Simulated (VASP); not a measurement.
# CdS in VASP: notebook

CdS is run at these levels: PBE; tasks: single point.

Everything below comes from runs of VASP 6.6.1. Logs are shortened: lines on timing, memory, paths and dates and some standing lists are left out, and cuts for length are marked.

## (1) The cell of the first run

It takes space group R3m (No. 160, trigonal). The conventional cell has a = 4.157 Å, b = 4.157 Å, c = 10.589 Å, α = 90.00°, β = 90.00°, γ = 120.00°. Within 3.4 Å of Cd (site symmetry 3m) lie 4 S at 2.58 to 2.60 Å. S (site symmetry 3m) has 4 Cd at 2.58 to 2.60 Å within 3.4 Å.

## (2) Single point, PBE (strain along [111] +4.0%)

Contents of INCAR:

```
ALGO = Normal ; EDIFF = 1E-7
ENCUT = 520 ; GGA = PE
ISIF = 2 ; ISMEAR = 0
LASPH = T ; LCHARG = T
LELF = T ; LREAL = F
LVHAR = T ; LWAVE = F
NBANDS = 16 ; NELM = 80
PREC = Accurate ; SIGMA = 0.01
```

Contents of KPOINTS:

```
k-points
0
Gamma
  4 4 4
```

Contents of POSCAR:

```
CdS
1.0
    0.0783790623      3.0175938988      3.0175938988
    3.0175938988      0.0783790623      3.0175938988
    3.0175938988      3.0175938988      0.0783790623
Cd S
1 1
Direct
    0.0024257561      0.0024257561      0.0024257561
    0.2475742439      0.2475742439      0.2475742439
```

Potentials or basis: VASP PAW PBE potentials, release 64 (Cd, S).

Launch:

```console
cat potpaw_PBE.64/Cd/POTCAR potpaw_PBE.64/S/POTCAR > POTCAR
mpirun -np 1 vasp_std > vasp.out
```

OUTCAR:

```text
EDIFF = 1E-7
   ENCUT = 520
   GGA = PE
   ISIF = 2
   ISMEAR = 0
   LASPH = T
   LREAL = F
   NELM = 80
   PREC = Accurate

 ion  position               nearest neighbor table
   1  0.002  0.002  0.002-   2 2.58   2 2.58   2 2.58   2 2.60
   2  0.248  0.248  0.248-   1 2.58   1 2.58   1 2.58   1 2.60

  LATTYP: Found a trigonal (rhomboedric) cell.
 ALAT       =     4.2682419277
 COS(alpha) =     0.5257966616

  Lattice vectors:

 A1 = (   0.0783790623,   3.0175938988,   3.0175938988)
 A2 = (   3.0175938988,   0.0783790623,   3.0175938988)
 A3 = (   3.0175938988,   3.0175938988,   0.0783790623)

Analysis of symmetry for initial positions (statically):
=====================================================================
 Subroutine PRICEL returns:
 Original cell was already a primitive cell.

 Routine SETGRP: Setting up the symmetry group for a
 trigonal (rhombohedral) supercell.

 Subroutine GETGRP returns: Found  6 space group operations
 (whereof  6 operations were pure point group operations)
 out of a pool of 12 trial point group operations.

The static configuration has the point symmetry C_3v.

Analysis of symmetry for dynamics (positions and initial velocities):
=====================================================================
 Subroutine PRICEL returns:
 Original cell was already a primitive cell.

 Routine SETGRP: Setting up the symmetry group for a
 trigonal (rhombohedral) supercell.

 Subroutine GETGRP returns: Found  6 space group operations
 (whereof  6 operations were pure point group operations)
 out of a pool of 12 trial point group operations.

The dynamic configuration has the point symmetry C_3v.

 Subroutine INISYM returns: Found  6 space group operations
 (whereof  6 operations are pure point group operations),
 and found     1 'primitive' translations

----------------------------------------------------------------------------------------

                                     Primitive cell

  volume of cell :      52.8150

  direct lattice vectors                    reciprocal lattice vectors
     0.078379062  3.017593899  3.017593899    -0.172294400  0.167932516  0.167932516
     3.017593899  0.078379062  3.017593899     0.167932516 -0.172294400  0.167932516
     3.017593899  3.017593899  0.078379062     0.167932516  0.167932516 -0.172294400

  length of vectors
     4.268241928  4.268241928  4.268241928     0.293407601  0.293407601  0.293407601

  position of ions in fractional coordinates (direct lattice)
     0.002425756  0.002425756  0.002425756
     0.247574244  0.247574244  0.247574244

  ion indices of the primitive-cell ions
   primitive index   ion index
                 1           1
                 2           2

----------------------------------------------------------------------------------------

 KPOINTS: k-points

Automatic generation of k-mesh.
 Grid dimensions read from file:
 generate k-points for:    4    4    4

 Generating k-lattice:

  Cartesian coordinates                     Fractional coordinates (reciprocal lattice)
    -0.043073600  0.041983129  0.041983129     0.250000000  0.000000000  0.000000000
     0.041983129 -0.043073600  0.041983129     0.000000000  0.250000000  0.000000000
     0.041983129  0.041983129 -0.043073600     0.000000000  0.000000000  0.250000000

  Length of vectors
     0.073351900  0.073351900  0.073351900

  Shift w.r.t. Gamma in fractional coordinates (k-lattice)
     0.000000000  0.000000000  0.000000000

 Subroutine IBZKPT returns following result:
 ===========================================

 Found     13 irreducible k-points:

 Following reciprocal coordinates:
            Coordinates               Weight
  0.000000  0.000000  0.000000      1.000000
  0.250000  0.000000  0.000000      6.000000
  0.500000  0.000000  0.000000      3.000000
  0.250000  0.250000  0.000000      6.000000
  0.500000  0.250000  0.000000     12.000000
 -0.250000  0.250000  0.000000      6.000000
  0.500000  0.500000  0.000000      3.000000
  0.250000  0.250000  0.250000      2.000000
  0.500000  0.250000  0.250000      6.000000
 -0.250000  0.250000  0.250000      6.000000
  0.500000  0.500000  0.250000      6.000000
 -0.250000  0.500000  0.250000      6.000000
  0.500000  0.500000  0.500000      1.000000
   k-points           NKPTS =     13   k-points in BZ     NKDIM =     13   number of bands    NBANDS=     16
   number of dos      NEDOS =    301   number of ions     NIONS =      2
   total plane-waves  NPLWV =  32768
   dimension x,y,z NGX =    32 NGY =   32 NGZ =   32
   dimension x,y,z NGXF=    64 NGYF=   64 NGZF=   64
   ions per type =               1   1
   NGX,Y,Z   is equivalent  to a cutoff of  12.46, 12.46, 12.46 a.u.
   NGXF,Y,Z  is equivalent  to a cutoff of  24.93, 24.93, 24.93 a.u.
 SYSTEM =  unknown system
   PREC   = accura    normal or accurate (medium, high low for compatibility)
   ISTART =      0    job   : 0-new  1-cont  2-samecut
   ICHARG =      2    charge: 1-file 2-atom 10-const
   ISPIN  =      1    spin polarized calculation?
   LNONCOLLINEAR =      F non collinear calculations
   LSORBIT =      F    spin-orbit coupling
   LASPH  =      T    aspherical Exc in radial PAW
   ENCUT  =  520.0 eV  38.22 Ry    6.18 a.u.   7.94  7.94  7.94*2*pi/ulx,y,z
   NELM   =     80;   NELMIN=  2; NELMDL= -5     # of ELM steps
   EDIFF  = 0.1E-06   stopping-criterion for ELM
   LREAL  =      F    real-space projection
   EDIFFG = 0.1E-05   stopping-criterion for IOM
   NSW    =      0    number of steps for IOM
   IBRION =     -1    ionic relax: 0-MD 1-quasi-New 2-CG
   NFREE  =      0    steps in history (QN), initial steepest desc. (CG)
   ISIF   =      2    stress and relaxation
   ISYM   =      2    0-nonsym 1-usesym 2-fastsym
   POTIM  = 0.5000    time-step for ionic-motion
   TEBEG  =    0.0;   TEEND  =   0.0 temperature during run
   PSTRESS=    0.0 pullay stress
   NELECT =      18.0000    total number of electrons
   NUPDOWN=      -1.0000    fix difference up-down
   EMIN   =  10.00;   EMAX   =-10.00  energy-range for DOS
   EFERMI =   0.00;   METHOD = LEGACY
   ISMEAR =     0;   SIGMA  =   0.01  broadening in eV -4-tet -1-fermi 0-gaus
   EFERMI_NEDOS =   21; number of points for ismear=-14 and -15
   IALGO  =     38    algorithm
   IMIX   =      4    mixing-type and parameters
     AMIX     =   0.40;   BMIX     =  1.00
     AMIX_MAG =   1.60;   BMIX_MAG =  1.00
  volume/ion in A,a.u.               =      26.41       178.21
  Fermi-wavevector in a.u.,A,eV,Ry     =   1.143527  2.160953 17.791724  1.307655
  Thomas-Fermi vector in A             =   2.280222
   LORBIT       =      0    0 simple, 1 ext, 2 COOP (PROOUT), +10 PAW based schemes
   GGA     = PE    functional components
   LHFCALC =     F    Hartree Fock is set to
   AEXX    =    0.0000 exact exchange contribution
   IVDW    =     0    specifies the selected vdW correction
   LEPSILON=     F    determine dielectric tensor
   LRPA    =     F    only Hartree local field effects (RPA)
 non-spin polarized calculation
 Gauss-broadening in eV      SIGMA  =   0.01
  energy-cutoff  :      520.00
  volume of cell :       52.82
 maximum number of plane-waves:      1438
   NGX = 15   NGY = 15   NGZ = 15

 number of electron      17.9999999 magnetization

 Free energy of the ion-electron system (eV)
  ---------------------------------------------------
  ext. energy  EPLUGINS =         0.00000000
  ---------------------------------------------------
  free energy    TOTEN  =        -6.10732328 eV

  energy without entropy =       -6.10732328  energy(sigma->0) =       -6.10732328

 E-fermi :   0.9990     XC(G=0):  -8.8536

 val. band max:        0.8730187300   @ k =   0.0000   0.0000   0.0000
 cond. band min:       1.8041975015   @ k =   0.0000   0.0000   0.0000
 fundamental gap:      0.9311787716
 Fermi energy:         0.9990116434

 k-point     1 :       0.0000    0.0000    0.0000
  band No.  band energies     occupation
      1     -11.1769      2.00000
      2      -6.7320      2.00000
      3      -6.7189      2.00000
      4      -6.7189      2.00000
      5      -6.3290      2.00000
      6      -6.3290      2.00000
[... 8 lines left out ...]
     15      12.1950      0.00000
     16      12.1950      0.00000

 k-point     2 :       0.2500    0.0000    0.0000
  band No.  band energies     occupation
      1     -10.9872      2.00000
      2      -6.6683      2.00000
      3      -6.6599      2.00000
      4      -6.4927      2.00000
      5      -6.3285      2.00000
      6      -6.3215      2.00000
[... 8 lines left out ...]
     15      11.5260      0.00000
     16      11.9311      0.00000

 k-point     3 :       0.5000    0.0000    0.0000
  band No.  band energies     occupation
      1     -10.7988      2.00000
      2      -6.6240      2.00000
      3      -6.6219      2.00000
      4      -6.3046      2.00000
      5      -6.2877      2.00000
      6      -5.9847      2.00000
[... 8 lines left out ...]
     15      12.8070      0.00000
     16      13.5347      0.00000

 k-point     4 :       0.2500    0.2500    0.0000
  band No.  band energies     occupation
      1     -10.9307      2.00000
      2      -6.5942      2.00000
      3      -6.5905      2.00000
      4      -6.5538      2.00000
      5      -6.3372      2.00000
      6      -6.2932      2.00000
[... 8 lines left out ...]
     15      12.5997      0.00000
     16      15.0761      0.00000
[... 115 lines left out ...]
 k-point    11 :       0.5000    0.5000    0.2500
  band No.  band energies     occupation
      1     -10.7598      2.00000
      2      -6.5719      2.00000
      3      -6.5280      2.00000
      4      -6.3988      2.00000
      5      -6.2892      2.00000
      6      -5.9927      2.00000
[... 8 lines left out ...]
     15      13.2262      0.00000
     16      13.9503      0.00000

 k-point    12 :      -0.2500    0.5000    0.2500
  band No.  band energies     occupation
      1     -10.6921      2.00000
      2      -6.5312      2.00000
      3      -6.5100      2.00000
      4      -6.3609      2.00000
      5      -6.3187      2.00000
      6      -5.7942      2.00000
[... 8 lines left out ...]
     15      13.6966      0.00000
     16      13.8213      0.00000

 k-point    13 :       0.5000    0.5000    0.5000
  band No.  band energies     occupation
      1     -10.8259      2.00000
      2      -6.6236      2.00000
      3      -6.6236      2.00000
      4      -6.3022      2.00000
      5      -6.3022      2.00000
      6      -6.0463      2.00000
[... 8 lines left out ...]
     15      13.1799      0.00000
     16      13.1799      0.00000

------------------------ aborting loop because EDIFF is reached ----------------------------------------

  FORCE on cell =-STRESS in cart. coord.  units (eV):
  Direction    XX          YY          ZZ          XY          YZ          ZX
  --------------------------------------------------------------------------------------
  -------------------------------------------------------------------------------------
  Total       -0.1312733     -0.1312733     -0.1312733     -0.2345454     -0.2345454     -0.2345454
  in kB       -3.9822592     -3.9822592     -3.9822592     -7.1150863     -7.1150863     -7.1150863
  external PRESSURE =      -3.9822592 kB  Pullay stress =       0.0000000 kB

 VOLUME and BASIS-vectors are now :
 -----------------------------------------------------------------------------
  energy-cutoff  :      520.00
  volume of cell :       52.82
      direct lattice vectors                 reciprocal lattice vectors
     0.078379062  3.017593899  3.017593899    -0.172294400  0.167932516  0.167932516
     3.017593899  0.078379062  3.017593899     0.167932516 -0.172294400  0.167932516
     3.017593899  3.017593899  0.078379062     0.167932516  0.167932516 -0.172294400

 POSITION                                       TOTAL-FORCE (eV/Angst)
 -----------------------------------------------------------------------------------
      0.01483      0.01483      0.01483         0.002156      0.002156      0.002156
      1.51356      1.51356      1.51356        -0.002156     -0.002156     -0.002156
 -----------------------------------------------------------------------------------
    total drift:                               -0.000121     -0.000121     -0.000121

  FREE ENERGIE OF THE ION-ELECTRON SYSTEM (eV)
  ---------------------------------------------------
  free  energy   TOTEN  =        -6.1073232798 eV

  energy  without entropy=       -6.1073232798  energy(sigma->0) =       -6.10732328
```

Wall time 7.9 s (1 thread of Intel Xeon Platinum 8559C (Emerald Rapids), shared host); peak memory 0.17 GiB.

What came out:

| Property | Result |
| --- | --- |
| Free energy | -6.1073 eV |
| Pressure | -0.4 GPa |
| Largest force | 0.004 eV/Å |
| Band gap on the k mesh | 0.93 eV, direct |

Forces in eV/Å, atoms in the order of the input:
```
Cd   0.002  0.002  0.002
S   -0.002 -0.002 -0.002
```

Stress tensor (GPa, compression positive):
```
-0.40 -0.71 -0.71
-0.71 -0.40 -0.71
-0.71 -0.71 -0.40
```

Levels at points of the mesh, in eV from the valence-band top:
| k point | band 7 | band 8 | band 9 | band 10 | band 11 | band 12 |
| --- | --- | --- | --- | --- | --- | --- |
| (0.00, 0.00, 0.00) | -0.16 | 0.00 | 0.00 | 0.93 | 6.22 | 6.64 |
| (0.50, 0.00, 0.00) | -4.06 | -0.82 | -0.67 | 2.77 | 6.82 | 6.90 |
| (0.50, 0.50, 0.00) | -3.74 | -1.82 | -1.62 | 3.52 | 4.25 | 8.87 |
| (0.50, 0.50, 0.50) | -4.18 | -0.62 | -0.62 | 3.07 | 7.05 | 7.14 |

Caveat: the k points lie up to 0.46 Å⁻¹ apart; the cell differs from its parent crystal (strain along [111] +4.0%).

## (3) Single point, PBE (epitaxial xy strain -2.5%)

Contents of INCAR:

```
ALGO     = Normal         # electronic algorithm
EDIFF    = 1E-7           # SCF threshold, eV
ENCUT    = 520            # plane-wave cutoff, eV
GGA      = PE             # functional
ISIF     = 2              # what is computed and relaxed
ISMEAR   = 0              # smearing method
LASPH    = T              # aspherical terms in the spheres
LCHARG   = F              # write CHGCAR
LREAL    = F              # projectors in reciprocal space
LWAVE    = F              # write WAVECAR
NBANDS   = 16             # bands
NELM     = 100            # most SCF steps
PREC     = Accurate       # precision mode
SIGMA    = 0.01           # smearing width, eV
```

KPOINTS is that of step 2.

Contents of POSCAR:

```
CdS
1.0
    0.0000000000      2.8657344656      3.0438692751
    2.8657344656      0.0000000000      3.0438692751
    2.8657344656      2.8657344656      0.0000000000
Cd S
1 1
Direct
    0.0000000000      0.0000000000      0.0000000000
    0.2500000000      0.2500000000      0.2500000000
```

Potentials or basis: VASP PAW PBE potentials, release 64 (Cd, S).

Launch:

```console
cat potpaw_PBE.64/Cd/POTCAR potpaw_PBE.64/S/POTCAR > POTCAR
mpirun -np 1 vasp_std > vasp.out
```

It took 7.6 s on 1 thread of Intel Xeon Platinum 8559C (Emerald Rapids), shared host; peak memory 0.17 GiB.

Results (log left out):

* Free energy: -6.0882 eV
* Pressure: 2.7 GPa
* Band gap on the k mesh: 1.05 eV, direct

Stress tensor (GPa, compression positive):
```
3.15 0.00 0.00
0.00 3.15 0.00
0.00 0.00 1.95
```

Levels at points of the mesh, in eV from the valence-band top:
```tsv
k point	band 6	band 7	band 8	band 9	band 10	band 11	band 12	band 13
(0.00, 0.00, 0.00)	-7.31	-0.20	0.00	0.00	1.05	6.49	6.49	6.49
(0.50, 0.00, 0.00)	-6.95	-4.41	-0.93	-0.67	2.89	6.75	7.18	7.41
(0.50, 0.50, 0.00)	-6.96	-4.22	-1.75	-1.75	3.65	4.60	8.74	10.76
(0.50, 0.00, 0.50)	-6.84	-3.86	-2.04	-1.93	3.42	4.11	9.32	10.23
```

Caveat: the k points lie up to 0.47 Å⁻¹ apart; the cell differs from its parent crystal (epitaxial xy strain -2.5%).

(Part 1 of 2 ends here.)
